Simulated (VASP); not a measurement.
# GaN (e600) (F-43m) in VASP: a series of runs

Runs on GaN (e600). Level: PBEsol. Tasks: single point.

Everything below comes from runs of VASP 6.6.1. Logs are shortened: lines on timing, memory, paths and dates and some standing lists are left out, and cuts for length are marked.

## Step 1: The cell of the first run

It takes space group F-43m (No. 216, cubic). The conventional cell has a = 4.498 Å, b = 4.498 Å, c = 4.498 Å, α = 90.00°, β = 90.00°, γ = 90.00°. Ga (site symmetry -43m) has 4 N at 1.95 Å within 2.6 Å. N (site symmetry -43m) has 4 Ga at 1.95 Å within 2.6 Å.

## Step 2: Single point, PBEsol

INCAR

```
ALGO     = Normal         # electronic algorithm
EDIFF    = 1E-6           # SCF threshold, eV
ENCUT    = 600            # plane-wave cutoff, eV
GGA      = PS             # functional
GGA_COMPAT= False        
ISIF     = 2              # what is computed and relaxed
ISMEAR   = 0              # smearing method
LASPH    = True           # aspherical terms in the spheres
LCHARG   = False          # write CHGCAR
LREAL    = False          # projectors in reciprocal space
LWAVE    = False          # write WAVECAR
NBANDS   = 16             # bands
NELM     = 120            # most SCF steps
PREC     = Accurate       # precision mode
SIGMA    = 0.02           # smearing width, eV
```

KPOINTS

```
k-points
0
Gamma
  10 10 10
```

POSCAR

```
GaN
1.0
    0.0000000000      2.2490925383      2.2490925383
    2.2490925383      0.0000000000      2.2490925383
    2.2490925383      2.2490925383      0.0000000000
Ga N
1 1
Direct
    0.0000000000      0.0000000000      0.0000000000
    0.2500000000      0.2500000000      0.2500000000
```

Potentials or basis: VASP PAW PBE potentials, release 64 (Ga_d, N).

Launch:

```console
$ cat potpaw_PBE.64/Ga_d/POTCAR potpaw_PBE.64/N/POTCAR > POTCAR
$ mpirun -np 1 vasp_std > vasp.out
```

OUTCAR:

```text
EDIFF = 1E-6
   ENCUT = 600
   GGA = PS
   ISIF = 2
   ISMEAR = 0
   LASPH = True
   LREAL = False
   NELM = 120
   PREC = Accurate

 ion  position               nearest neighbor table
   1  0.000  0.000  0.000-   2 1.95   2 1.95   2 1.95   2 1.95
   2  0.250  0.250  0.250-   1 1.95   1 1.95   1 1.95   1 1.95

  LATTYP: Found a face centered cubic cell.
 ALAT       =     4.4981850766

  Lattice vectors:

 A1 = (   0.0000000000,   2.2490925383,   2.2490925383)
 A2 = (   2.2490925383,   0.0000000000,   2.2490925383)
 A3 = (   2.2490925383,   2.2490925383,   0.0000000000)

Analysis of symmetry for initial positions (statically):
=====================================================================
 Subroutine PRICEL returns:
 Original cell was already a primitive cell.

 Routine SETGRP: Setting up the symmetry group for a
 face centered cubic supercell.

 Subroutine GETGRP returns: Found 24 space group operations
 (whereof 24 operations were pure point group operations)
 out of a pool of 48 trial point group operations.

The static configuration has the point symmetry T_d .

Analysis of symmetry for dynamics (positions and initial velocities):
=====================================================================
 Subroutine PRICEL returns:
 Original cell was already a primitive cell.

 Routine SETGRP: Setting up the symmetry group for a
 face centered cubic supercell.

 Subroutine GETGRP returns: Found 24 space group operations
 (whereof 24 operations were pure point group operations)
 out of a pool of 48 trial point group operations.

The dynamic configuration has the point symmetry T_d .

 Subroutine INISYM returns: Found 24 space group operations
 (whereof 24 operations are pure point group operations),
 and found     1 'primitive' translations

----------------------------------------------------------------------------------------

                                     Primitive cell

  volume of cell :      22.7537

  direct lattice vectors                    reciprocal lattice vectors
     0.000000000  2.249092538  2.249092538    -0.222311884  0.222311884  0.222311884
     2.249092538  0.000000000  2.249092538     0.222311884 -0.222311884  0.222311884
     2.249092538  2.249092538  0.000000000     0.222311884  0.222311884 -0.222311884

  length of vectors
     3.180697171  3.180697171  3.180697171     0.385055479  0.385055479  0.385055479

  position of ions in fractional coordinates (direct lattice)
     0.000000000  0.000000000  0.000000000
     0.250000000  0.250000000  0.250000000

  ion indices of the primitive-cell ions
   primitive index   ion index
                 1           1
                 2           2

----------------------------------------------------------------------------------------

 KPOINTS: k-points

Automatic generation of k-mesh.
 Grid dimensions read from file:
 generate k-points for:   10   10   10

 Generating k-lattice:

  Cartesian coordinates                     Fractional coordinates (reciprocal lattice)
    -0.022231188  0.022231188  0.022231188     0.100000000  0.000000000  0.000000000
     0.022231188 -0.022231188  0.022231188     0.000000000  0.100000000  0.000000000
     0.022231188  0.022231188 -0.022231188     0.000000000  0.000000000  0.100000000

  Length of vectors
     0.038505548  0.038505548  0.038505548

  Shift w.r.t. Gamma in fractional coordinates (k-lattice)
     0.000000000  0.000000000  0.000000000

 Subroutine IBZKPT returns following result:
 ===========================================

 Found     47 irreducible k-points:

 Following reciprocal coordinates:
            Coordinates               Weight
  0.000000  0.000000  0.000000      1.000000
  0.100000  0.000000  0.000000      8.000000
  0.200000  0.000000  0.000000      8.000000
  0.300000  0.000000  0.000000      8.000000
  0.400000  0.000000  0.000000      8.000000
  0.500000  0.000000  0.000000      4.000000
[... 16 lines left out ...]
  0.300000  0.300000  0.000000      6.000000
  0.400000  0.300000  0.000000     24.000000
 [... further k-points ...]
   k-points           NKPTS =     47   k-points in BZ     NKDIM =     47   number of bands    NBANDS=     16
   number of dos      NEDOS =    301   number of ions     NIONS =      2
   total plane-waves  NPLWV =  21952
   dimension x,y,z NGX =    28 NGY =   28 NGZ =   28
   dimension x,y,z NGXF=    56 NGYF=   56 NGZF=   56
   ions per type =               1   1
   NGX,Y,Z   is equivalent  to a cutoff of  14.63, 14.63, 14.63 a.u.
   NGXF,Y,Z  is equivalent  to a cutoff of  29.27, 29.27, 29.27 a.u.
 SYSTEM =  unknown system
   PREC   = accura    normal or accurate (medium, high low for compatibility)
   ISTART =      0    job   : 0-new  1-cont  2-samecut
   ICHARG =      2    charge: 1-file 2-atom 10-const
   ISPIN  =      1    spin polarized calculation?
   LNONCOLLINEAR =      F non collinear calculations
   LSORBIT =      F    spin-orbit coupling
   LASPH  =      T    aspherical Exc in radial PAW
   ENCUT  =  600.0 eV  44.10 Ry    6.64 a.u.   6.35  6.35  6.35*2*pi/ulx,y,z
   NELM   =    120;   NELMIN=  2; NELMDL= -5     # of ELM steps
   EDIFF  = 0.1E-05   stopping-criterion for ELM
   LREAL  =      F    real-space projection
[... 7 lines left out ...]
   TEBEG  =    0.0;   TEEND  =   0.0 temperature during run
   PSTRESS=    0.0 pullay stress
   NELECT =      18.0000    total number of electrons
   NUPDOWN=      -1.0000    fix difference up-down
   EMIN   =  10.00;   EMAX   =-10.00  energy-range for DOS
   EFERMI =   0.00;   METHOD = LEGACY
   ISMEAR =     0;   SIGMA  =   0.02  broadening in eV -4-tet -1-fermi 0-gaus
   EFERMI_NEDOS =   21; number of points for ismear=-14 and -15
   IALGO  =     38    algorithm
   IMIX   =      4    mixing-type and parameters
     AMIX     =   0.40;   BMIX     =  1.00
     AMIX_MAG =   1.60;   BMIX_MAG =  1.00
  volume/ion in A,a.u.               =      11.38        76.77
  Fermi-wavevector in a.u.,A,eV,Ry     =   1.514078  2.861193 31.190447  2.292433
  Thomas-Fermi vector in A             =   2.623784
   LORBIT       =      0    0 simple, 1 ext, 2 COOP (PROOUT), +10 PAW based schemes
   GGA     = PS    functional components
   LHFCALC =     F    Hartree Fock is set to
   AEXX    =    0.0000 exact exchange contribution
   IVDW    =     0    specifies the selected vdW correction
   LEPSILON=     F    determine dielectric tensor
   LRPA    =     F    only Hartree local field effects (RPA)
 non-spin polarized calculation
 Gauss-broadening in eV      SIGMA  =   0.02
  energy-cutoff  :      600.00
  volume of cell :       22.75
 maximum number of plane-waves:       769
 NGX is ok and might be reduce to    28
   NGX = 13   NGY = 13   NGZ = 13

 number of electron      18.0000005 magnetization

 Free energy of the ion-electron system (eV)
  ---------------------------------------------------
  ext. energy  EPLUGINS =         0.00000000
  ---------------------------------------------------
  free energy    TOTEN  =       -13.12425198 eV

  energy without entropy =      -13.12425198  energy(sigma->0) =      -13.12425198

 E-fermi :   5.3752     XC(G=0): -11.9336

 val. band max:        5.2134279574   @ k =   0.0000   0.0000   0.0000
 cond. band min:       6.9340429457   @ k =   0.0000   0.0000   0.0000
 fundamental gap:      1.7206149883
 Fermi energy:         5.3751560918

 k-point     1 :       0.0000    0.0000    0.0000
  band No.  band energies     occupation
      1     -10.7698      2.00000
      2      -8.1953      2.00000
      3      -8.1953      2.00000
      4      -8.1953      2.00000
      5      -7.8641      2.00000
      6      -7.8641      2.00000
[... 8 lines left out ...]
     15      23.9498      0.00000
     16      23.9498      0.00000

 k-point     2 :       0.1000    0.0000    0.0000
  band No.  band energies     occupation
      1     -10.6556      2.00000
      2      -8.1813      2.00000
      3      -8.1813      2.00000
      4      -8.1583      2.00000
      5      -7.8655      2.00000
      6      -7.8655      2.00000
[... 8 lines left out ...]
     15      22.6714      0.00000
     16      22.6714      0.00000

 k-point     3 :       0.2000    0.0000    0.0000
  band No.  band energies     occupation
      1     -10.3660      2.00000
      2      -8.1487      2.00000
      3      -8.1487      2.00000
      4      -8.0005      2.00000
      5      -7.8644      2.00000
      6      -7.8644      2.00000
[... 8 lines left out ...]
     15      21.9052      0.00000
     16      21.9052      0.00000

 k-point     4 :       0.3000    0.0000    0.0000
  band No.  band energies     occupation
      1     -10.0535      2.00000
      2      -8.1198      2.00000
      3      -8.1198      2.00000
      4      -7.8505      2.00000
      5      -7.8505      2.00000
      6      -7.6072      2.00000
[... 8 lines left out ...]
     15      22.3981      0.00000
     16      22.3981      0.00000

 k-point     5 :       0.4000    0.0000    0.0000
  band No.  band energies     occupation
      1      -9.8635      2.00000
      2      -8.1073      2.00000
      3      -8.1073      2.00000
      4      -7.8274      2.00000
      5      -7.8274      2.00000
      6      -6.9880      2.00000
[... 8 lines left out ...]
     15      23.8091      0.00000
     16      23.8091      0.00000

 k-point     6 :       0.5000    0.0000    0.0000
  band No.  band energies     occupation
      1      -9.8081      2.00000
      2      -8.1051      2.00000
      3      -8.1051      2.00000
      4      -7.8158      2.00000
      5      -7.8158      2.00000
      6      -6.6134      2.00000
[... 8 lines left out ...]
     15      24.8181      0.00000
     16      24.8181      0.00000
[... 267 lines left out ...]
 k-point    21 :      -0.3000    0.2000    0.0000
  band No.  band energies     occupation
      1      -9.7912      2.00000
      2      -8.0959      2.00000
      3      -8.0499      2.00000
      4      -7.8714      2.00000
      5      -7.8694      2.00000
      6      -6.8576      2.00000
[... 8 lines left out ...]
     15      22.4447      0.00000
     16      25.7547      0.00000

 k-point    22 :      -0.2000    0.2000    0.0000
  band No.  band energies     occupation
      1      -9.9577      2.00000
      2      -8.1035      2.00000
      3      -8.0878      2.00000
      4      -7.8875      2.00000
      5      -7.8802      2.00000
      6      -7.4277      2.00000
[... 8 lines left out ...]
     15      22.5009      0.00000
     16      25.6873      0.00000

 k-point    23 :       0.3000    0.3000    0.0000
  band No.  band energies     occupation
      1      -9.8662      2.00000
      2      -8.0474      2.00000
      3      -7.9995      2.00000
      4      -7.9995      2.00000
      5      -7.8123      2.00000
      6      -7.4167      2.00000
[... 8 lines left out ...]
     15      27.2267      0.00000
     16      27.6509      0.00000

 k-point    24 :       0.4000    0.3000    0.0000
  band No.  band energies     occupation
      1      -9.7405      2.00000
      2      -8.0653      2.00000
      3      -7.9643      2.00000
      4      -7.9634      2.00000
      5      -7.8019      2.00000
      6      -6.9565      2.00000
[... 8 lines left out ...]
     15      27.5021      0.00000
     16      27.6101      0.00000

 [... further k-points ...]

------------------------ aborting loop because EDIFF is reached ----------------------------------------

  FORCE on cell =-STRESS in cart. coord.  units (eV):
  Direction    XX          YY          ZZ          XY          YZ          ZX
  --------------------------------------------------------------------------------------
  -------------------------------------------------------------------------------------
  Total       -0.0557320     -0.0557320     -0.0557320     -0.0000000     -0.0000000      0.0000000
  in kB       -3.9243113     -3.9243113     -3.9243113     -0.0000000     -0.0000000      0.0000000
  external PRESSURE =      -3.9243113 kB  Pullay stress =       0.0000000 kB

 VOLUME and BASIS-vectors are now :
 -----------------------------------------------------------------------------
  energy-cutoff  :      600.00
  volume of cell :       22.75
      direct lattice vectors                 reciprocal lattice vectors
     0.000000000  2.249092538  2.249092538    -0.222311884  0.222311884  0.222311884
     2.249092538  0.000000000  2.249092538     0.222311884 -0.222311884  0.222311884
     2.249092538  2.249092538  0.000000000     0.222311884  0.222311884 -0.222311884

 POSITION                                       TOTAL-FORCE (eV/Angst)
 -----------------------------------------------------------------------------------
      0.00000      0.00000      0.00000         0.000000      0.000000      0.000000
      1.12455      1.12455      1.12455        -0.000000     -0.000000     -0.000000
 -----------------------------------------------------------------------------------
    total drift:                                0.000000      0.000000      0.000000

  FREE ENERGIE OF THE ION-ELECTRON SYSTEM (eV)
  ---------------------------------------------------
  free  energy   TOTEN  =       -13.1242519829 eV

  energy  without entropy=      -13.1242519829  energy(sigma->0) =      -13.12425198
```

It took 27 s on 1 thread of Intel Xeon Platinum 8259CL at 2.50GHz (Skylake/Cascade Lake), shared host; peak memory 0.16 GiB.

What came out:

| Quantity | Value |
| --- | --- |
| Free energy | -13.1243 eV |
| Pressure | -0.4 GPa |
| Band gap on the k mesh | 1.72 eV, direct |

Caveat: the PAW data sets were made with another functional, which shifts forces and pressure a little. PBEsol gaps usually lie below the measured ones, often by a third to a half.

(Part 1 of 2 ends here.)
